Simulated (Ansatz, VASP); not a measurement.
One calculation of EuO, two programs

```
Eu O
1.0
     0.00000    2.57546    2.57546
     2.57546    0.00000    2.57546
     2.57546    2.57546    0.00000
Eu O
1 1
Direct
  0.50000 0.50000 0.50000
  0.00000 0.00000 0.00000
```

Alike in both runs: task single point; functional PBEsol; k mesh 8 × 8 × 8; occupations gaussian, width 0.05 eV; collinear spin; Hubbard terms Eu f U = 6.0 eV.

|  | VASP | Ansatz |
| --- | --- | --- |
| version | VASP 6.6.1 | Ansatz 0.2.0 |
| potentials or method | VASP PAW PBE potentials, release 64 (Eu, O), cutoff 600 eV | scalar-relativistic, plane waves, PAW |
| valence electrons in the cell | 23 | 23 |

```csv
,VASP,Ansatz,Ansatz less VASP
pressure (GPa),-4.0,-3.5,+0.56
net moment per atom (μB),3.50,3.50,0.000
size of the moment on the site where the two differ most (μB),6.73,6.75,+0.017
```

VASP's potentials were made for PBE, not for PBEsol. Site moments also hang on the region over which each program counts them. The programs project onto different local orbitals, so the same U acts differently, and such runs can settle in different states.

Neither program's run includes spin-orbit coupling.
